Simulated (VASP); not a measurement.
Input of a VASP 6.6.1 run:

File INCAR:

```
SYSTEM = ScAl3P2
  PREC = Accurate
  ENCUT = 520
  EDIFF = 1E-6
  ISMEAR = 0
  SIGMA = 0.1
  LREAL = .FALSE.
  LASPH = .TRUE.
  NELM = 100
  ALGO = Normal
  ISIF = 2
  LWAVE = .FALSE.
  LCHARG = .FALSE.
  GGA = PE
  NBANDS = 24
```

File KPOINTS:

```
Automatic mesh
0
G
  4 4 4
  0 0 0
```

POSCAR

```
ScAl3P2
1.0
    5.5263040344      0.0000000000      0.0000000000
    0.0000000000      5.5263040344      0.0000000000
    0.0000000000      0.0000000000      4.5217453980
Sc Al P
1 3 2
Direct
    0.0000000000      0.0000000000      0.0000000000
    0.0000000000      0.5000000000      0.0000000000
    0.5000000000      0.0000000000      0.0000000000
    0.5000000000      0.5000000000      0.0000000000
    0.0000000000      0.5000000000      0.5000000000
    0.5000000000      0.0000000000      0.5000000000
```

Potentials or basis: VASP PAW PBE potentials, release 64 (Sc_sv, Al, P).

The run is started by

```bash
$ cat potpaw_PBE.64/Sc_sv/POTCAR potpaw_PBE.64/Al/POTCAR potpaw_PBE.64/P/POTCAR > POTCAR
$ mpirun -np 1 vasp_std > vasp.out
```

(1) Predict the pressure.

(2) Estimate the band gap on the k mesh.

## Answers

(1) 0.0 GPa.

(2) zero (band 15 reaches 4.54 eV, above the bottom of band 16 at 3.93 eV).
